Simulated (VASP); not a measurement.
# CoSi2 (Fm-3m) in VASP: single point with PBE

Aim: the single point of CoSi2 with PBE.

Program: VASP 6.6.1. These are calculated values, not measurements. Logs are shortened: lines on timing, memory, paths and dates and some standing lists are left out, and cuts for length are marked.

**1. The cell of the first run**

It takes space group Fm-3m (No. 225, cubic). Conventional cell: a = 5.356 Å, b = 5.356 Å, c = 5.356 Å, α = 90.00°, β = 90.00°, γ = 90.00°. Within 3.1 Å of Co (site symmetry m-3m) lie 8 Si at 2.32 Å. Within 3.1 Å of Si (site symmetry -43m) lie 4 Co at 2.32 Å and 6 Si at 2.68 Å.

**2. Single point, PBE, collinear spin, ferromagnetic start**

INCAR

```
ALGO = Normal ; EDIFF = 1E-6
ENCUT = 520 ; GGA = PE
ISIF = 2 ; ISMEAR = 0
ISPIN = 2 ; LASPH = True
LCHARG = False ; LMAXMIX = 4
LORBIT = 11 ; LREAL = False
LWAVE = False ; MAGMOM = 3.2 0 0
NBANDS = 20 ; NELM = 150
PREC = Accurate ; SIGMA = 0.05
```

KPOINTS

```
k-points
0
Gamma
  10 10 10
```

POSCAR

```
CoSi2
1.0
    0.0000000000      2.6780000000      2.6780000000
    2.6780000000      0.0000000000      2.6780000000
    2.6780000000      2.6780000000      0.0000000000
Co Si
1 2
Direct
    0.0000000000      0.0000000000      0.0000000000
    0.2500000000      0.2500000000      0.2500000000
    0.7500000000      0.7500000000      0.7500000000
```

Potentials or basis: VASP PAW PBE potentials, release 64 (Co, Si).

Command:

```
> cat potpaw_PBE.64/Co/POTCAR potpaw_PBE.64/Si/POTCAR > POTCAR
> mpirun -np 1 vasp_std > vasp.out
```

OUTCAR:

```text
EDIFF = 1E-6
   ENCUT = 520
   GGA = PE
   ISIF = 2
   ISMEAR = 0
   ISPIN = 2
   LASPH = True
   LORBIT = 11
   LREAL = False
   NELM = 150
   PREC = Accurate

 ion  position               nearest neighbor table
   1  0.000  0.000  0.000-   3 2.32   2 2.32   3 2.32   2 2.32   3 2.32   3 2.32   2 2.32   2 2.32

   2  0.250  0.250  0.250-   1 2.32   1 2.32   1 2.32   1 2.32   3 2.68   3 2.68   3 2.68   3 2.68
                             3 2.68   3 2.68
   3  0.750  0.750  0.750-   1 2.32   1 2.32   1 2.32   1 2.32   2 2.68   2 2.68   2 2.68   2 2.68
                             2 2.68   2 2.68

  LATTYP: Found a face centered cubic cell.
 ALAT       =     5.3560000000

  Lattice vectors:

 A1 = (   0.0000000000,   2.6780000000,   2.6780000000)
 A2 = (   2.6780000000,   0.0000000000,   2.6780000000)
 A3 = (   2.6780000000,   2.6780000000,   0.0000000000)

Analysis of symmetry for initial positions (statically):
=====================================================================
 Subroutine PRICEL returns:
 Original cell was already a primitive cell.

 Routine SETGRP: Setting up the symmetry group for a
 face centered cubic supercell.

 Subroutine GETGRP returns: Found 48 space group operations
 (whereof 48 operations were pure point group operations)
 out of a pool of 48 trial point group operations.

The static configuration has the point symmetry O_h .

Analysis of symmetry for dynamics (positions and initial velocities):
=====================================================================
 Subroutine PRICEL returns:
 Original cell was already a primitive cell.

 Routine SETGRP: Setting up the symmetry group for a
 face centered cubic supercell.

 Subroutine GETGRP returns: Found 48 space group operations
 (whereof 48 operations were pure point group operations)
 out of a pool of 48 trial point group operations.

The dynamic configuration has the point symmetry O_h .

Analysis of structural, dynamic, and magnetic symmetry:
=====================================================================
 Subroutine PRICEL returns:
 Original cell was already a primitive cell.

 Routine SETGRP: Setting up the symmetry group for a
 face centered cubic supercell.

 Subroutine GETGRP returns: Found 48 space group operations
 (whereof 48 operations were pure point group operations)
 out of a pool of 48 trial point group operations.

The overall configuration has the point symmetry O_h .

 Subroutine INISYM returns: Found 48 space group operations
 (whereof 48 operations are pure point group operations),
 and found     1 'primitive' translations

----------------------------------------------------------------------------------------

                                     Primitive cell

  volume of cell :      38.4115

  direct lattice vectors                    reciprocal lattice vectors
     0.000000000  2.678000000  2.678000000    -0.186706497  0.186706497  0.186706497
     2.678000000  0.000000000  2.678000000     0.186706497 -0.186706497  0.186706497
     2.678000000  2.678000000  0.000000000     0.186706497  0.186706497 -0.186706497

  length of vectors
     3.787263920  3.787263920  3.787263920     0.323385140  0.323385140  0.323385140

  position of ions in fractional coordinates (direct lattice)
     0.000000000  0.000000000  0.000000000
     0.250000000  0.250000000  0.250000000
     0.750000000  0.750000000  0.750000000

  ion indices of the primitive-cell ions
   primitive index   ion index
                 1           1
                 2           2
                 3           3

----------------------------------------------------------------------------------------

 KPOINTS: k-points

Automatic generation of k-mesh.
 Grid dimensions read from file:
 generate k-points for:   10   10   10

 Generating k-lattice:

  Cartesian coordinates                     Fractional coordinates (reciprocal lattice)
    -0.018670650  0.018670650  0.018670650     0.100000000  0.000000000  0.000000000
     0.018670650 -0.018670650  0.018670650     0.000000000  0.100000000  0.000000000
     0.018670650  0.018670650 -0.018670650     0.000000000  0.000000000  0.100000000

  Length of vectors
     0.032338514  0.032338514  0.032338514

  Shift w.r.t. Gamma in fractional coordinates (k-lattice)
     0.000000000  0.000000000  0.000000000

 Subroutine IBZKPT returns following result:
 ===========================================

 Found     47 irreducible k-points:

 Following reciprocal coordinates:
            Coordinates               Weight
  0.000000  0.000000  0.000000      1.000000
  0.100000  0.000000  0.000000      8.000000
  0.200000  0.000000  0.000000      8.000000
  0.300000  0.000000  0.000000      8.000000
  0.400000  0.000000  0.000000      8.000000
  0.500000  0.000000  0.000000      4.000000
[... 16 lines left out ...]
  0.300000  0.300000  0.000000      6.000000
  0.400000  0.300000  0.000000     24.000000
 [... further k-points ...]
   k-points           NKPTS =     47   k-points in BZ     NKDIM =     47   number of bands    NBANDS=     20
   number of dos      NEDOS =    301   number of ions     NIONS =      3
   total plane-waves  NPLWV =  21952
   dimension x,y,z NGX =    28 NGY =   28 NGZ =   28
   dimension x,y,z NGXF=    56 NGYF=   56 NGZF=   56
   ions per type =               1   2
   NGX,Y,Z   is equivalent  to a cutoff of  12.29, 12.29, 12.29 a.u.
   NGXF,Y,Z  is equivalent  to a cutoff of  24.58, 24.58, 24.58 a.u.
 SYSTEM =  unknown system
   PREC   = accura    normal or accurate (medium, high low for compatibility)
   ISTART =      0    job   : 0-new  1-cont  2-samecut
   ICHARG =      2    charge: 1-file 2-atom 10-const
   ISPIN  =      2    spin polarized calculation?
   LNONCOLLINEAR =      F non collinear calculations
   LSORBIT =      F    spin-orbit coupling
   LASPH  =      T    aspherical Exc in radial PAW
   ENCUT  =  520.0 eV  38.22 Ry    6.18 a.u.   7.04  7.04  7.04*2*pi/ulx,y,z
   NELM   =    150;   NELMIN=  2; NELMDL= -5     # of ELM steps
   EDIFF  = 0.1E-05   stopping-criterion for ELM
   LREAL  =      F    real-space projection
   EDIFFG = 0.1E-04   stopping-criterion for IOM
   NSW    =      0    number of steps for IOM
   IBRION =     -1    ionic relax: 0-MD 1-quasi-New 2-CG
   NFREE  =      0    steps in history (QN), initial steepest desc. (CG)
   ISIF   =      2    stress and relaxation
   ISYM   =      2    0-nonsym 1-usesym 2-fastsym
   POTIM  = 0.5000    time-step for ionic-motion
   TEBEG  =    0.0;   TEEND  =   0.0 temperature during run
   PSTRESS=    0.0 pullay stress
   NELECT =      17.0000    total number of electrons
   NUPDOWN=      -1.0000    fix difference up-down
   EMIN   =  10.00;   EMAX   =-10.00  energy-range for DOS
   EFERMI =   0.00;   METHOD = LEGACY
   ISMEAR =     0;   SIGMA  =   0.05  broadening in eV -4-tet -1-fermi 0-gaus
   EFERMI_NEDOS =   21; number of points for ismear=-14 and -15
   IALGO  =     38    algorithm
   IMIX   =      4    mixing-type and parameters
     AMIX     =   0.40;   BMIX     =  1.00
     AMIX_MAG =   1.60;   BMIX_MAG =  1.00
  volume/ion in A,a.u.               =      12.80        86.40
  Fermi-wavevector in a.u.,A,eV,Ry     =   1.247586  2.357596 21.177078  1.556471
  Thomas-Fermi vector in A             =   2.381712
   LORBIT       =     11    0 simple, 1 ext, 2 COOP (PROOUT), +10 PAW based schemes
   GGA     = PE    functional components
   LHFCALC =     F    Hartree Fock is set to
   AEXX    =    0.0000 exact exchange contribution
   IVDW    =     0    specifies the selected vdW correction
   LEPSILON=     F    determine dielectric tensor
   LRPA    =     F    only Hartree local field effects (RPA)
 spin polarized calculation
 Gauss-broadening in eV      SIGMA  =   0.05
  energy-cutoff  :      520.00
  volume of cell :       38.41
 maximum number of plane-waves:      1056
   NGX = 15   NGY = 15   NGZ = 15

 number of electron      16.9999995 magnetization      -0.0002995

 number of electron      16.9999995 magnetization       0.0002235

 Free energy of the ion-electron system (eV)
  ---------------------------------------------------
  ext. energy  EPLUGINS =         0.00000000
  ---------------------------------------------------
  free energy    TOTEN  =       -19.29659059 eV

  energy without entropy =      -19.29586240  energy(sigma->0) =      -19.29622649

 E-fermi :  10.0753     XC(G=0): -11.7465

 val. band max:       10.0289722400   @ k =   0.4000   0.0000   0.0000
 cond. band min:      10.1049340433   @ k =  -0.2000   0.3000   0.1000
 fundamental gap:      0.0759618033
 Fermi energy:        10.0752960312

 spin component 1

 k-point     1 :       0.0000    0.0000    0.0000
  band No.  band energies     occupation
      1      -3.0313      1.00000
      2       6.0128      1.00000
      3       6.0128      1.00000
      4       6.0128      1.00000
      5       8.1806      1.00000
      6       8.1806      1.00000
[... 12 lines left out ...]
     19      20.6371      0.00000
     20      25.0424      0.00000

 k-point     2 :       0.1000    0.0000    0.0000
  band No.  band energies     occupation
      1      -2.8795      1.00000
      2       5.6407      1.00000
      3       6.0666      1.00000
      4       6.0666      1.00000
      5       8.1365      1.00000
      6       8.1365      1.00000
[... 12 lines left out ...]
     19      21.3093      0.00000
     20      25.5143      0.00000
[... 465 lines left out ...]
      3       5.9865      1.00000
      4       6.1696      1.00000
      5       6.1696      1.00000
      6       8.5471      1.00000
[... 12 lines left out ...]
     19      25.7210      0.00000
     20      25.7210      0.00000

 k-point    24 :       0.4000    0.3000    0.0000
  band No.  band energies     occupation
      1      -0.5453      1.00000
      2       3.7121      1.00000
      3       5.1436      1.00000
      4       6.2559      1.00000
      5       6.2806      1.00000
      6       8.3432      1.00000
[... 12 lines left out ...]
     19      24.2458      0.00000
     20      24.6444      0.00000

 [... further k-points ...]

 spin component 2

 k-point     1 :       0.0000    0.0000    0.0000
  band No.  band energies     occupation
      1      -3.0313      1.00000
      2       6.0127      1.00000
      3       6.0127      1.00000
      4       6.0127      1.00000
      5       8.1806      1.00000
      6       8.1806      1.00000
[... 12 lines left out ...]
     19      20.6372      0.00000
     20      25.0425      0.00000

 k-point     2 :       0.1000    0.0000    0.0000
  band No.  band energies     occupation
      1      -2.8796      1.00000
      2       5.6406      1.00000
      3       6.0665      1.00000
      4       6.0665      1.00000
      5       8.1365      1.00000
      6       8.1365      1.00000
[... 12 lines left out ...]
     19      21.3094      0.00000
     20      25.5143      0.00000
[... 465 lines left out ...]
      3       5.9864      1.00000
      4       6.1696      1.00000
      5       6.1696      1.00000
      6       8.5472      1.00000
[... 12 lines left out ...]
     19      25.7210      0.00000
     20      25.7210      0.00000

 k-point    24 :       0.4000    0.3000    0.0000
  band No.  band energies     occupation
      1      -0.5454      1.00000
      2       3.7121      1.00000
      3       5.1436      1.00000
      4       6.2558      1.00000
      5       6.2805      1.00000
      6       8.3432      1.00000
[... 12 lines left out ...]
     19      24.2457      0.00000
     20      24.6444      0.00000

 [... further k-points ...]
[... 5 lines left out ...]
  --------------------------------------------------------------------------------------
  -------------------------------------------------------------------------------------
  Total        0.0505389      0.0505389      0.0505389      0.0000000     -0.0000000      0.0000000
  in kB        2.1080200      2.1080200      2.1080200      0.0000000     -0.0000000      0.0000000
  external PRESSURE =       2.1080200 kB  Pullay stress =       0.0000000 kB

 VOLUME and BASIS-vectors are now :
 -----------------------------------------------------------------------------
  energy-cutoff  :      520.00
  volume of cell :       38.41
      direct lattice vectors                 reciprocal lattice vectors
     0.000000000  2.678000000  2.678000000    -0.186706497  0.186706497  0.186706497
     2.678000000  0.000000000  2.678000000     0.186706497 -0.186706497  0.186706497
     2.678000000  2.678000000  0.000000000     0.186706497  0.186706497 -0.186706497

 POSITION                                       TOTAL-FORCE (eV/Angst)
 -----------------------------------------------------------------------------------
      0.00000      0.00000      0.00000        -0.000000     -0.000000      0.000000
      1.33900      1.33900      1.33900         0.000000      0.000000      0.000000
      4.01700      4.01700      4.01700        -0.000000     -0.000000     -0.000000
 -----------------------------------------------------------------------------------
    total drift:                               -0.000000     -0.000000      0.000000

  FREE ENERGIE OF THE ION-ELECTRON SYSTEM (eV)
  ---------------------------------------------------
  free  energy   TOTEN  =       -19.2965905884 eV

  energy  without entropy=      -19.2958623955  energy(sigma->0) =      -19.29622649

 total charge

# of ion       s       p       d       tot
------------------------------------------
    1        0.539   0.721   7.594   8.854
    2        0.717   0.874   0.000   1.591
    3        0.717   0.874   0.000   1.591
--------------------------------------------------
tot          1.973   2.469   7.594  12.035

 magnetization (x)

# of ion       s       p       d       tot
------------------------------------------
    1        0.000   0.000   0.000   0.000
    2        0.000  -0.000   0.000  -0.000
    3        0.000  -0.000   0.000  -0.000
--------------------------------------------------
tot          0.000  -0.000   0.000   0.000
```

Run time: 1.7 min. Hardware: 1 thread of Intel Xeon 8259CL, shared host; peak memory 0.2 GiB.

Results:

- Free energy: -19.2966 eV
- Pressure: 0.2 GPa
- Net moment: 0.00 μB per cell
- Valence electrons inside the program's atomic spheres: Co 8.85; Si 1.59
